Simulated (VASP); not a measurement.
# CuO in VASP: notebook

CuO is run at these levels: PBE; tasks: single point.

Everything below comes from runs of VASP 6.6.1. Logs are shortened: lines on timing, memory, paths and dates and some standing lists are left out, and cuts for length are marked.

## 1. The cell of the first run

The typed cell holds 4 atoms: a = 2.949 Å, b = 2.949 Å, c = 5.151 Å, α = 90.00°, β = 90.00°, γ = 89.75°.

## 2. Single point, PBE

Contents of INCAR:

```
ALGO = Normal ; EDIFF = 1E-6
ENCUT = 520 ; GGA = PE
ISIF = 2 ; ISMEAR = 0
LASPH = True ; LCHARG = False
LREAL = False ; LWAVE = False
NBANDS = 25 ; NELM = 60
PREC = Accurate ; SIGMA = 0.1
```

Contents of KPOINTS:

```
k-points
0
Gamma
  12 12 7
```

Contents of POSCAR:

```
CuO
1.0
    2.9486966771      0.0000000000      0.0000000000
    0.0129800001      2.9486681083      0.0000000000
    0.0001415806      0.0001409587      5.1513320505
Cu O
2 2
Direct
    1.0057500000      0.5057500000      0.0018500000
    0.5057500000      1.0057500000      0.5018500000
    0.5057384494      0.5057615506      0.2518500000
    0.5057615506      0.5057384494      0.7518500000
```

Potentials or basis: VASP PAW PBE potentials, release 64 (Cu, O).

Command:

```sh
$ cat potpaw_PBE.64/Cu/POTCAR potpaw_PBE.64/O/POTCAR > POTCAR
$ mpirun -np 1 vasp_std > vasp.out
```

OUTCAR:

```text
EDIFF = 1E-6
   ENCUT = 520
   GGA = PE
   ISIF = 2
   ISMEAR = 0
   LASPH = True
   LREAL = False
   NELM = 60
   PREC = Accurate

 ion  position               nearest neighbor table
   1  0.006  0.506  0.002-   4 1.96   3 1.96   4 1.96   3 1.96
   2  0.506  0.006  0.502-   3 1.96   4 1.96   4 1.96   3 1.96
   3  0.506  0.506  0.252-   2 1.96   1 1.96   2 1.96   1 1.96
   4  0.506  0.506  0.752-   2 1.96   1 1.96   2 1.96   1 1.96

  LATTYP: Found a base centered monoclinic cell.
 ALAT       =     4.1792549998
 B/A-ratio  =     0.9956077012
 C/A-ratio  =     1.2325957748
 COS(beta)  =    -0.0000387834

  Lattice vectors:

 A1 = (  -2.9486966771,   0.0000000000,   0.0000000000)
 A2 = (  -0.0129800001,  -2.9486681083,   0.0000000000)
 A3 = (   0.0001415806,   0.0001409587,   5.1513320505)

Analysis of symmetry for initial positions (statically):
=====================================================================
 Subroutine PRICEL returns:
 Original cell was already a primitive cell.

 Routine SETGRP: Setting up the symmetry group for a
 base centered monoclinic supercell.

 Subroutine GETGRP returns: Found  4 space group operations
 (whereof  1 operations were pure point group operations)
 out of a pool of  4 trial point group operations.

The static configuration has the point symmetry C_1 .
 The point group associated with its full space group is C_2h.

Analysis of symmetry for dynamics (positions and initial velocities):
=====================================================================
 Subroutine PRICEL returns:
 Original cell was already a primitive cell.

 Routine SETGRP: Setting up the symmetry group for a
 base centered monoclinic supercell.

 Subroutine GETGRP returns: Found  4 space group operations
 (whereof  1 operations were pure point group operations)
 out of a pool of  4 trial point group operations.

The dynamic configuration has the point symmetry C_1 .
 The point group associated with its full space group is C_2h.

 Subroutine INISYM returns: Found  4 space group operations
 (whereof  1 operations are pure point group operations),
 and found     1 'primitive' translations

----------------------------------------------------------------------------------------

                                     Primitive cell

  volume of cell :      44.7894

  direct lattice vectors                    reciprocal lattice vectors
     2.948696677  0.000000000  0.000000000     0.339132881 -0.001492859 -0.000009280
     0.012980000  2.948668108  0.000000000     0.000000000  0.339136167 -0.000009280
     0.000141581  0.000140959  5.151332050     0.000000000  0.000000000  0.194124547

  length of vectors
     2.948696677  2.948696677  5.151332054     0.339136167  0.339136167  0.194124547

  position of ions in fractional coordinates (direct lattice)
     0.005750000  0.505750000  0.001850000
     0.505750000  0.005750000  0.501850000
     0.505738449  0.505761551  0.251850000
     0.505761551  0.505738449  0.751850000

  ion indices of the primitive-cell ions
   primitive index   ion index
                 1           1
                 2           2
                 3           3
                 4           4

----------------------------------------------------------------------------------------

 KPOINTS: k-points

Automatic generation of k-mesh.
 Grid dimensions read from file:
 generate k-points for:   12   12    7

 Generating k-lattice:

  Cartesian coordinates                     Fractional coordinates (reciprocal lattice)
     0.028261073 -0.000124405 -0.000000773     0.083333333 -0.000000000 -0.000000000
     0.000000000  0.028261347 -0.000000773     0.000000000  0.083333333  0.000000000
     0.000000000  0.000000000  0.027732078     0.000000000  0.000000000  0.142857143

  Length of vectors
     0.028261347  0.028261347  0.027732078

  Shift w.r.t. Gamma in fractional coordinates (k-lattice)
     0.000000000  0.000000000  0.000000000

 Subroutine IBZKPT returns following result:
 ===========================================

 Found    277 irreducible k-points:

 Following reciprocal coordinates:
            Coordinates               Weight
  0.000000  0.000000  0.000000      1.000000
  0.083333  0.000000 -0.000000      4.000000
  0.166667  0.000000 -0.000000      4.000000
  0.250000  0.000000 -0.000000      4.000000
  0.333333  0.000000 -0.000000      4.000000
  0.416667  0.000000  0.000000      4.000000
[... 16 lines left out ...]
  0.500000  0.166667 -0.000000      4.000000
 -0.416667  0.166667  0.000000      4.000000
 [... further k-points ...]
   k-points           NKPTS =    277   k-points in BZ     NKDIM =    277   number of bands    NBANDS=     25
   number of dos      NEDOS =    301   number of ions     NIONS =      4
   total plane-waves  NPLWV =  23040
   dimension x,y,z NGX =    24 NGY =   24 NGZ =   40
   dimension x,y,z NGXF=    48 NGYF=   48 NGZF=   80
   ions per type =               2   2
   NGX,Y,Z   is equivalent  to a cutoff of  13.53, 13.53, 12.91 a.u.
   NGXF,Y,Z  is equivalent  to a cutoff of  27.06, 27.06, 25.82 a.u.
 SYSTEM =  unknown system
   PREC   = accura    normal or accurate (medium, high low for compatibility)
   ISTART =      0    job   : 0-new  1-cont  2-samecut
   ICHARG =      2    charge: 1-file 2-atom 10-const
   ISPIN  =      1    spin polarized calculation?
   LNONCOLLINEAR =      F non collinear calculations
   LSORBIT =      F    spin-orbit coupling
   LASPH  =      T    aspherical Exc in radial PAW
   ENCUT  =  520.0 eV  38.22 Ry    6.18 a.u.   5.48  5.48  9.58*2*pi/ulx,y,z
   NELM   =     60;   NELMIN=  2; NELMDL= -5     # of ELM steps
   EDIFF  = 0.1E-05   stopping-criterion for ELM
   LREAL  =      F    real-space projection
   EDIFFG = 0.1E-04   stopping-criterion for IOM
   NSW    =      0    number of steps for IOM
   IBRION =     -1    ionic relax: 0-MD 1-quasi-New 2-CG
   NFREE  =      0    steps in history (QN), initial steepest desc. (CG)
   ISIF   =      2    stress and relaxation
   ISYM   =      2    0-nonsym 1-usesym 2-fastsym
   POTIM  = 0.5000    time-step for ionic-motion
   TEBEG  =    0.0;   TEEND  =   0.0 temperature during run
   PSTRESS=    0.0 pullay stress
   NELECT =      34.0000    total number of electrons
   NUPDOWN=      -1.0000    fix difference up-down
   EMIN   =  10.00;   EMAX   =-10.00  energy-range for DOS
   EFERMI =   0.00;   METHOD = LEGACY
   ISMEAR =     0;   SIGMA  =   0.10  broadening in eV -4-tet -1-fermi 0-gaus
   EFERMI_NEDOS =   21; number of points for ismear=-14 and -15
   IALGO  =     38    algorithm
   IMIX   =      4    mixing-type and parameters
     AMIX     =   0.40;   BMIX     =  1.00
     AMIX_MAG =   1.60;   BMIX_MAG =  1.00
  volume/ion in A,a.u.               =      11.20        75.56
  Fermi-wavevector in a.u.,A,eV,Ry     =   1.493399  2.822116 30.344279  2.230242
  Thomas-Fermi vector in A             =   2.605805
   LORBIT       =      0    0 simple, 1 ext, 2 COOP (PROOUT), +10 PAW based schemes
   GGA     = PE    functional components
   LHFCALC =     F    Hartree Fock is set to
   AEXX    =    0.0000 exact exchange contribution
   IVDW    =     0    specifies the selected vdW correction
   LEPSILON=     F    determine dielectric tensor
   LRPA    =     F    only Hartree local field effects (RPA)
 non-spin polarized calculation
 Gauss-broadening in eV      SIGMA  =   0.10
  energy-cutoff  :      520.00
  volume of cell :       44.79
 maximum number of plane-waves:      1227
 NGX is ok and might be reduce to    24
   NGX = 11   NGY = 11   NGZ = 19

 number of electron      33.9999993 magnetization

 Free energy of the ion-electron system (eV)
  ---------------------------------------------------
  ext. energy  EPLUGINS =         0.00000000
  ---------------------------------------------------
  free energy    TOTEN  =       -19.73812312 eV

  energy without entropy =      -19.72779471  energy(sigma->0) =      -19.73295891

 E-fermi :   4.7755     XC(G=0): -11.2570

 val. band max:        4.7726898901   @ k =   0.5000   0.0833  -0.0000
 cond. band min:       4.7761850002   @ k =  -0.1667   0.1667   0.0000
 fundamental gap:      0.0034951101
 Fermi energy:         4.7754815290

 k-point     1 :       0.0000    0.0000    0.0000
  band No.  band energies     occupation
      1     -14.9481      2.00000
      2     -13.6549      2.00000
      3      -3.2344      2.00000
      4      -0.6024      2.00000
      5      -0.5933      2.00000
      6       1.0888      2.00000
[... 17 lines left out ...]
     24      19.1819      0.00000
     25      19.4828      0.00000

 k-point     2 :       0.0833    0.0000   -0.0000
  band No.  band energies     occupation
      1     -14.9129      2.00000
      2     -13.6442      2.00000
      3      -3.1715      2.00000
      4      -0.6304      2.00000
      5      -0.5794      2.00000
      6       0.6759      2.00000
[... 17 lines left out ...]
     24      19.2916      0.00000
     25      19.5245      0.00000

 k-point     3 :       0.1667    0.0000   -0.0000
  band No.  band energies     occupation
      1     -14.8143      2.00000
      2     -13.6149      2.00000
      3      -2.9944      2.00000
      4      -0.7024      2.00000
      5      -0.5296      2.00000
      6      -0.0963      2.00000
[... 17 lines left out ...]
     24      19.5350      0.00000
     25      19.5454      0.00000

 k-point     4 :       0.2500    0.0000   -0.0000
  band No.  band energies     occupation
      1     -14.6743      2.00000
      2     -13.5745      2.00000
      3      -2.7392      2.00000
      4      -0.9047      2.00000
      5      -0.7644      2.00000
      6      -0.4595      2.00000
[... 17 lines left out ...]
     24      19.2586      0.00000
     25      19.6444      0.00000

 k-point     5 :       0.3333    0.0000   -0.0000
  band No.  band energies     occupation
      1     -14.5276      2.00000
      2     -13.5337      2.00000
      3      -2.4667      2.00000
      4      -1.5918      2.00000
      5      -0.7767      2.00000
      6      -0.3869      2.00000
[... 17 lines left out ...]
     24      18.5501      0.00000
     25      19.5156      0.00000

 k-point     6 :       0.4167    0.0000    0.0000
  band No.  band energies     occupation
      1     -14.4156      2.00000
      2     -13.5036      2.00000
      3      -2.2578      2.00000
      4      -2.0465      2.00000
      5      -0.7388      2.00000
      6      -0.3323      2.00000
[... 17 lines left out ...]
     24      17.5497      0.00000
     25      19.3630      0.00000
[... 393 lines left out ...]
 k-point    21 :       0.3333    0.1667   -0.0000
  band No.  band energies     occupation
      1     -14.4041      2.00000
      2     -13.5027      2.00000
      3      -2.2166      2.00000
      4      -1.4949      2.00000
      5      -0.6829      2.00000
      6      -0.4430      2.00000
[... 17 lines left out ...]
     24      17.4616      0.00000
     25      19.2143      0.00000

 k-point    22 :       0.4167    0.1667   -0.0000
  band No.  band energies     occupation
      1     -14.2948      2.00000
      2     -13.4746      2.00000
      3      -2.0233      2.00000
      4      -1.9100      2.00000
      5      -0.5978      2.00000
      6      -0.4216      2.00000
[... 17 lines left out ...]
     24      17.7291      0.00000
     25      18.3284      0.00000

 k-point    23 :       0.5000    0.1667   -0.0000
  band No.  band energies     occupation
      1     -14.2535      2.00000
      2     -13.4640      2.00000
      3      -2.1096      2.00000
      4      -1.8957      2.00000
      5      -0.5044      2.00000
      6      -0.4642      2.00000
[... 17 lines left out ...]
     24      17.8061      0.00000
     25      17.8207      0.00000

 k-point    24 :      -0.4167    0.1667    0.0000
  band No.  band energies     occupation
      1     -14.2941      2.00000
      2     -13.4743      2.00000
      3      -2.0235      2.00000
      4      -1.9110      2.00000
      5      -0.6045      2.00000
      6      -0.4175      2.00000
[... 17 lines left out ...]
     24      17.6994      0.00000
     25      18.3188      0.00000

 [... further k-points ...]
[... 5 lines left out ...]
  --------------------------------------------------------------------------------------
  -------------------------------------------------------------------------------------
  Total        0.1511567      0.1512307      0.2555216     -0.0084083      0.0001284      0.0001289
  in kB        5.4070749      5.4097229      9.1403457     -0.3007764      0.0045923      0.0046126
  external PRESSURE =       6.6523812 kB  Pullay stress =       0.0000000 kB

 VOLUME and BASIS-vectors are now :
 -----------------------------------------------------------------------------
  energy-cutoff  :      520.00
  volume of cell :       44.79
      direct lattice vectors                 reciprocal lattice vectors
     2.948696677  0.000000000  0.000000000     0.339132881 -0.001492859 -0.000009280
     0.012980000  2.948668108  0.000000000     0.000000000  0.339136167 -0.000009280
     0.000141581  0.000140959  5.151332050     0.000000000  0.000000000  0.194124547

 POSITION                                       TOTAL-FORCE (eV/Angst)
 -----------------------------------------------------------------------------------
      0.02352      1.49129      0.00953        -0.000000     -0.000000      0.000000
      1.49145      0.01703      2.58520        -0.000000      0.000000      0.000000
      1.49787      1.49136      1.29736         0.000020     -0.000020      0.000000
      1.49801      1.49136      3.87303        -0.000020      0.000020      0.000000
 -----------------------------------------------------------------------------------
    total drift:                               -0.000211     -0.000210     -0.000252

  FREE ENERGIE OF THE ION-ELECTRON SYSTEM (eV)
  ---------------------------------------------------
  free  energy   TOTEN  =       -19.7381231216 eV

  energy  without entropy=      -19.7277947069  energy(sigma->0) =      -19.73295891
```

Run time: 4.6 min. Hardware: 1 thread of Intel Xeon Platinum 8259CL at 2.50GHz (Skylake/Cascade Lake), shared host; peak memory 0.36 GiB.

Results:

| Quantity | Value |
| --- | --- |
| Free energy | -19.7381 eV |
| Pressure | 0.7 GPa |
| Band gap on the k mesh | zero (bands 17 and 18 overlap by 0.99 eV) |

Caveat: semilocal functionals often make such compounds metallic where correlation or magnetic order opens a gap, which also shifts bond lengths. With open d or f shells a metallic result of PBE can be an artefact of self-interaction; +U or a hybrid may open a gap.

## 3. Single point, PBE

Contents of INCAR:

```
SYSTEM = CuO
ALGO = Normal
EDIFF = 1E-6
ENCUT = 820
GGA = PE
GGA_COMPAT = .False.
ISIF = 2
ISMEAR = 0
LASPH = .True.
LCHARG = .False.
LREAL = .False.
LWAVE = .False.
NBANDS = 33
NELM = 120
PREC = Accurate
SIGMA = 0.1
```

Contents of KPOINTS:

```
k-points
0
Gamma
  8 8 4
  0 0 0
```

Contents of POSCAR:

```
CuO
1.0
    2.1091141942     -2.0487078727      0.1682943088
    2.1091141942      2.0487078727      0.1682943088
   -0.4109454555      0.0000000000      5.1402591407
Cu O
2 2
Direct
   -0.0057467470      0.4942521356      0.0018493546
    0.4942521356     -0.0057467470      0.5018493546
    0.4943481865      0.4941464248      0.2518506454
    0.4941464248      0.4943481865      0.7518506454
```

Potentials or basis: VASP PAW PBE potentials, release 64 (Cu_sv_GW, O).

Command:

```sh
$ cat potpaw_PBE.64/Cu_sv_GW/POTCAR potpaw_PBE.64/O/POTCAR > POTCAR
$ mpirun -np 1 vasp_std > vasp.out
```

Run time: 3.8 min. Hardware: 1 thread of Intel Xeon Platinum 8259CL at 2.50GHz (Skylake/Cascade Lake), shared host; peak memory 0.35 GiB.

Results (log left out):

```yaml
Free_energy: -19.9198 eV
Pressure: -0.5 GPa
Band_gap_on_the_k_mesh: zero (bands 25 and 26 overlap by 1.13 eV)
```

Stress tensor (GPa, compression positive):
```
-0.73  0.00 -0.02
 0.00 -0.25  0.00
-0.02  0.00 -0.58
```

Levels at points of the mesh, in eV from the Fermi level:
```csv
k point,band 21,band 22,band 23,band 24,band 25,band 26,band 27,band 28,band 29,band 30
"(0.00, 0.00, 0.00)",-2.39,-2.38,-2.29,-1.92,0.60,0.67,1.32,6.00,7.18,13.11
"(0.50, 0.00, 0.00)",-2.28,-1.90,-1.59,-1.53,0.18,0.43,3.64,5.76,6.32,10.82
"(0.50, 0.50, 0.00)",-2.36,-2.35,-1.61,-1.23,-1.21,1.08,2.08,7.10,9.42,9.92
"(0.00, 0.00, 0.50)",-2.29,-2.29,-1.58,-1.58,0.08,0.08,3.39,3.39,11.50,11.50
"(0.50, 0.00, 0.50)",-2.38,-2.35,-2.04,-1.83,-0.20,0.64,4.24,5.77,8.15,8.53
"(0.50, 0.50, 0.50)",-1.92,-1.92,-1.44,-1.44,-0.54,-0.54,3.93,3.93,10.20,10.20
```

Caveat: semilocal functionals often make such compounds metallic where correlation or magnetic order opens a gap, which also shifts bond lengths. With open d or f shells a metallic result of PBE can be an artefact of self-interaction; +U or a hybrid may open a gap.

The gap in the log of VASP goes by the Fermi energy; the results here count the filled bands.